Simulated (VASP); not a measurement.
# Ir (Fm-3m) in VASP: further runs, part 3 of 3

VASP 6.6.1. Earlier steps stand in the parts before.

**4. Single point, PBEsol (volume scaled by 0.97)**

INCAR reads:

```
ALGO = Normal
EDIFF = 1E-6
ENCUT = 520
GGA = PS
ISIF = 2
ISMEAR = 0
LASPH = True
LCHARG = False
LREAL = False
LWAVE = False
NBANDS = 10
NELM = 80
PREC = Accurate
SIGMA = 0.1
```

KPOINTS reads:

```
k-points
0
Gamma
  18 18 18
```

POSCAR reads:

```
Ir
1.0
    0.0000000000      1.8957833655      1.8957833655
    1.8957833655      0.0000000000      1.8957833655
    1.8957833655      1.8957833655      0.0000000000
Ir
1
Direct
    0.0000000000      0.0000000000      0.0000000000
```

Potentials or basis: VASP PAW PBE potentials, release 64 (Ir).

Run with:

```
> cat potpaw_PBE.64/Ir/POTCAR > POTCAR
> mpirun -np 1 vasp_std > vasp.out
```

OUTCAR:

```text
EDIFF = 1E-6
   ENCUT = 520
   GGA = PS
   ISIF = 2
   ISMEAR = 0
   LASPH = True
   LREAL = False
   NELM = 80
   PREC = Accurate

 ion  position               nearest neighbor table
   1  0.000  0.000  0.000-

  LATTYP: Found a face centered cubic cell.
 ALAT       =     3.7915667310

  Lattice vectors:

 A1 = (   0.0000000000,   1.8957833655,   1.8957833655)
 A2 = (   1.8957833655,   0.0000000000,   1.8957833655)
 A3 = (   1.8957833655,   1.8957833655,   0.0000000000)

Analysis of symmetry for initial positions (statically):
=====================================================================
 Subroutine PRICEL returns:
 Original cell was already a primitive cell.

 Routine SETGRP: Setting up the symmetry group for a
 face centered cubic supercell.

 Subroutine GETGRP returns: Found 48 space group operations
 (whereof 48 operations were pure point group operations)
 out of a pool of 48 trial point group operations.

The static configuration has the point symmetry O_h .

Analysis of symmetry for dynamics (positions and initial velocities):
=====================================================================
 Subroutine PRICEL returns:
 Original cell was already a primitive cell.

 Routine SETGRP: Setting up the symmetry group for a
 face centered cubic supercell.

 Subroutine GETGRP returns: Found 48 space group operations
 (whereof 48 operations were pure point group operations)
 out of a pool of 48 trial point group operations.

The dynamic configuration has the point symmetry O_h .

 Subroutine INISYM returns: Found 48 space group operations
 (whereof 48 operations are pure point group operations),
 and found     1 'primitive' translations

----------------------------------------------------------------------------------------

                                     Primitive cell

  volume of cell :      13.6269

  direct lattice vectors                    reciprocal lattice vectors
     0.000000000  1.895783366  1.895783366    -0.263743215  0.263743215  0.263743215
     1.895783366  0.000000000  1.895783366     0.263743215 -0.263743215  0.263743215
     1.895783366  1.895783366  0.000000000     0.263743215  0.263743215 -0.263743215

  length of vectors
     2.681042547  2.681042547  2.681042547     0.456816649  0.456816649  0.456816649

  position of ions in fractional coordinates (direct lattice)
     0.000000000  0.000000000  0.000000000

  ion indices of the primitive-cell ions
   primitive index   ion index
                 1           1

----------------------------------------------------------------------------------------

 KPOINTS: k-points

Automatic generation of k-mesh.
 Grid dimensions read from file:
 generate k-points for:   18   18   18

 Generating k-lattice:

  Cartesian coordinates                     Fractional coordinates (reciprocal lattice)
    -0.014652401  0.014652401  0.014652401     0.055555556  0.000000000  0.000000000
     0.014652401 -0.014652401  0.014652401     0.000000000  0.055555556  0.000000000
     0.014652401  0.014652401 -0.014652401     0.000000000  0.000000000  0.055555556

  Length of vectors
     0.025378703  0.025378703  0.025378703

  Shift w.r.t. Gamma in fractional coordinates (k-lattice)
     0.000000000  0.000000000  0.000000000

 Subroutine IBZKPT returns following result:
 ===========================================

 Found    195 irreducible k-points:

 Following reciprocal coordinates:
            Coordinates               Weight
  0.000000  0.000000  0.000000      1.000000
  0.055556  0.000000  0.000000      8.000000
  0.111111  0.000000  0.000000      8.000000
  0.166667  0.000000  0.000000      8.000000
  0.222222  0.000000  0.000000      8.000000
  0.277778  0.000000  0.000000      8.000000
[... 16 lines left out ...]
 -0.277778  0.055556  0.000000     24.000000
 -0.222222  0.055556  0.000000     24.000000
 [... further k-points ...]
   k-points           NKPTS =    195   k-points in BZ     NKDIM =    195   number of bands    NBANDS=     10
   number of dos      NEDOS =    301   number of ions     NIONS =      1
   total plane-waves  NPLWV =   8000
   dimension x,y,z NGX =    20 NGY =   20 NGZ =   20
   dimension x,y,z NGXF=    40 NGYF=   40 NGZF=   40
   ions per type =               1
   NGX,Y,Z   is equivalent  to a cutoff of  12.40, 12.40, 12.40 a.u.
   NGXF,Y,Z  is equivalent  to a cutoff of  24.80, 24.80, 24.80 a.u.
 SYSTEM =  unknown system
   PREC   = accura    normal or accurate (medium, high low for compatibility)
   ISTART =      0    job   : 0-new  1-cont  2-samecut
   ICHARG =      2    charge: 1-file 2-atom 10-const
   ISPIN  =      1    spin polarized calculation?
   LNONCOLLINEAR =      F non collinear calculations
   LSORBIT =      F    spin-orbit coupling
   LASPH  =      T    aspherical Exc in radial PAW
   ENCUT  =  520.0 eV  38.22 Ry    6.18 a.u.   4.98  4.98  4.98*2*pi/ulx,y,z
   NELM   =     80;   NELMIN=  2; NELMDL= -5     # of ELM steps
   EDIFF  = 0.1E-05   stopping-criterion for ELM
   LREAL  =      F    real-space projection
   EDIFFG = 0.1E-04   stopping-criterion for IOM
   NSW    =      0    number of steps for IOM
   IBRION =     -1    ionic relax: 0-MD 1-quasi-New 2-CG
   NFREE  =      0    steps in history (QN), initial steepest desc. (CG)
   ISIF   =      2    stress and relaxation
   ISYM   =      2    0-nonsym 1-usesym 2-fastsym
   POTIM  = 0.5000    time-step for ionic-motion
   TEBEG  =    0.0;   TEEND  =   0.0 temperature during run
   PSTRESS=    0.0 pullay stress
   NELECT =       9.0000    total number of electrons
   NUPDOWN=      -1.0000    fix difference up-down
   EMIN   =  10.00;   EMAX   =-10.00  energy-range for DOS
   EFERMI =   0.00;   METHOD = LEGACY
   ISMEAR =     0;   SIGMA  =   0.10  broadening in eV -4-tet -1-fermi 0-gaus
   EFERMI_NEDOS =   21; number of points for ismear=-14 and -15
   IALGO  =     38    algorithm
   IMIX   =      4    mixing-type and parameters
     AMIX     =   0.40;   BMIX     =  1.00
     AMIX_MAG =   1.60;   BMIX_MAG =  1.00
  volume/ion in A,a.u.               =      13.63        91.96
  Fermi-wavevector in a.u.,A,eV,Ry     =   1.425685  2.694154 27.654905  2.032578
  Thomas-Fermi vector in A             =   2.546043
   LORBIT       =      0    0 simple, 1 ext, 2 COOP (PROOUT), +10 PAW based schemes
   GGA     = PS    functional components
   LHFCALC =     F    Hartree Fock is set to
   AEXX    =    0.0000 exact exchange contribution
   IVDW    =     0    specifies the selected vdW correction
   LEPSILON=     F    determine dielectric tensor
   LRPA    =     F    only Hartree local field effects (RPA)
 non-spin polarized calculation
 Gauss-broadening in eV      SIGMA  =   0.10
  energy-cutoff  :      520.00
  volume of cell :       13.63
 maximum number of plane-waves:       378
   NGX =  9   NGY =  9   NGZ =  9

 number of electron       9.0000001 magnetization

 Free energy of the ion-electron system (eV)
  ---------------------------------------------------
  ext. energy  EPLUGINS =         0.00000000
  ---------------------------------------------------
  free energy    TOTEN  =        -9.80390810 eV

  energy without entropy =       -9.79916643  energy(sigma->0) =       -9.80153726

 E-fermi :  10.9534     XC(G=0): -14.3223

 val. band max:       10.9438653463   @ k =   0.5000   0.2222   0.1111
 cond. band min:      10.9655941265   @ k =   0.3333   0.1111   0.0556
 fundamental gap:      0.0217287802
 Fermi energy:        10.9533736127

 k-point     1 :       0.0000    0.0000    0.0000
  band No.  band energies     occupation
      1      -0.6914      2.00000
      2       6.7779      2.00000
      3       6.7779      2.00000
      4       6.7779      2.00000
      5       9.6598      2.00000
      6       9.6598      2.00000
      7      25.1479      0.00000
      8      30.9488      0.00000
      9      30.9488      0.00000
     10      30.9488      0.00000

 k-point     2 :       0.0556    0.0000    0.0000
  band No.  band energies     occupation
      1      -0.5480      2.00000
      2       6.6984      2.00000
      3       6.8414      2.00000
      4       6.8414      2.00000
      5       9.6170      2.00000
      6       9.6170      2.00000
      7      25.4016      0.00000
      8      30.1847      0.00000
      9      31.1890      0.00000
     10      31.1890      0.00000
[... 274 lines left out ...]
 k-point    24 :      -0.2222    0.0556    0.0000
  band No.  band energies     occupation
      1       1.5964      2.00000
      2       6.0723      2.00000
      3       7.2617      2.00000
      4       7.3592      2.00000
      5       9.3348      2.00000
      6      10.2562      2.00000
      7      25.1903      0.00000
      8      28.0800      0.00000
      9      33.3603      0.00000
     10      34.5995      0.00000

 [... further k-points ...]
[... 5 lines left out ...]
  --------------------------------------------------------------------------------------
  -------------------------------------------------------------------------------------
  Total        1.1891628      1.1891628      1.1891628      0.0000000     -0.0000000      0.0000000
  in kB      139.8156527    139.8156527    139.8156527      0.0000000     -0.0000000      0.0000000
  external PRESSURE =     139.8156527 kB  Pullay stress =       0.0000000 kB

 VOLUME and BASIS-vectors are now :
 -----------------------------------------------------------------------------
  energy-cutoff  :      520.00
  volume of cell :       13.63
      direct lattice vectors                 reciprocal lattice vectors
     0.000000000  1.895783366  1.895783366    -0.263743215  0.263743215  0.263743215
     1.895783366  0.000000000  1.895783366     0.263743215 -0.263743215  0.263743215
     1.895783366  1.895783366  0.000000000     0.263743215  0.263743215 -0.263743215

 POSITION                                       TOTAL-FORCE (eV/Angst)
 -----------------------------------------------------------------------------------
      0.00000      0.00000      0.00000        -0.000000      0.000000     -0.000000
 -----------------------------------------------------------------------------------
    total drift:                                0.000000      0.000000      0.000000

  FREE ENERGIE OF THE ION-ELECTRON SYSTEM (eV)
  ---------------------------------------------------
  free  energy   TOTEN  =        -9.8039080987 eV

  energy  without entropy=       -9.7991664275  energy(sigma->0) =       -9.80153726
```

It took 19 s on 1 thread of Intel Xeon Platinum 8488C (Sapphire Rapids), shared host; peak memory 0.15 GiB.

What came out:

```yaml
Free_energy: -9.8039 eV
Pressure: 14.0 GPa
```

Levels at points of the mesh, in eV from the Fermi level:
```tsv
k point	band 2	band 3	band 4	band 5	band 6	band 7
(0.00, 0.00, 0.00)	-4.18	-4.18	-4.18	-1.29	-1.29	14.19
(0.50, 0.00, 0.00)	-4.29	-4.29	-0.96	0.93	0.93	7.58
(0.50, 0.50, 0.00)	-7.83	0.91	1.55	1.55	1.60	10.95
```

Caveat: the PAW data sets were made with another functional, which shifts forces and pressure a little; spin-orbit coupling is left out, which moves the levels of the heavy elements.

**5. Single point, PBEsol**

INCAR reads:

```
SYSTEM = Ir
ALGO = Normal ; EDIFF = 1E-7
ENCUT = 520 ; GGA = PS
ISIF = 2 ; ISMEAR = 0
LASPH = .True. ; LCHARG = .False.
LREAL = .False. ; LWAVE = .False.
NBANDS = 10 ; NELM = 80
PREC = Accurate ; SIGMA = 0.1
```

KPOINTS reads:

```
k-points
0
Gamma
  18 18 18
  0 0 0
```

POSCAR reads:

```
Ir
1.0
    0.0000000000      1.9151294299      1.9151294299
    1.9151294299      0.0000000000      1.9151294299
    1.9151294299      1.9151294299      0.0000000000
Ir
1
Direct
    0.0000000000      0.0000000000      0.0000000000
```

Run with:

```
> cat potpaw_PBE.64/Ir/POTCAR > POTCAR
> mpirun -np 1 vasp_std > vasp.out
```

Run time: 19 s. Hardware: 1 thread of Intel Xeon Platinum 8488C (Sapphire Rapids), shared host; peak memory 0.14 GiB.

It converged, with:

- Free energy: -9.8233 eV
- Pressure: 1.0 GPa

Levels at points of the mesh, in eV from the Fermi level:
| k point | band 1 | band 2 | band 3 | band 4 | band 5 | band 6 | band 7 | band 8 | band 9 |
| --- | --- | --- | --- | --- | --- | --- | --- | --- | --- |
| (0.00, 0.00, 0.00) | -11.30 | -3.98 | -3.98 | -3.98 | -1.24 | -1.24 | 14.27 | 19.88 | 19.88 |
| (0.50, 0.00, 0.00) | -8.25 | -4.08 | -4.08 | -0.88 | 0.88 | 0.88 | 7.26 | 13.80 | 19.78 |
| (0.50, 0.50, 0.00) | -8.06 | -7.48 | 0.86 | 1.46 | 1.46 | 1.61 | 10.52 | 11.66 | 11.66 |

Caveat: the PAW data sets were made with another functional, which shifts forces and pressure a little; spin-orbit coupling is left out, which moves the levels of the heavy elements.

**6. The runs side by side**

```csv
cell,gap on the mesh (eV),pressure (GPa)
"a = 2.708 Å, angles 60.0°, 1 atom",none,1.0
"a = 2.653 Å, angles 60.0°, 1 atom",none,29.6
"a = 2.681 Å, angles 60.0°, 1 atom",none,14.0
```

Alike in all rows: task single point; level PBEsol; potentials or basis VASP PAW PBE potentials, release 64 (Ir); no spin polarisation; k mesh 18 × 18 × 18; cutoff (eV) 520; smearing gaussian 0.1 eV.

Caveats: the PAW data sets were made with another functional, which shifts forces and pressure a little; spin-orbit coupling is left out, which moves the levels of the heavy elements.

Total energies depend on the potentials used, so only differences within one code and one set of settings carry meaning.
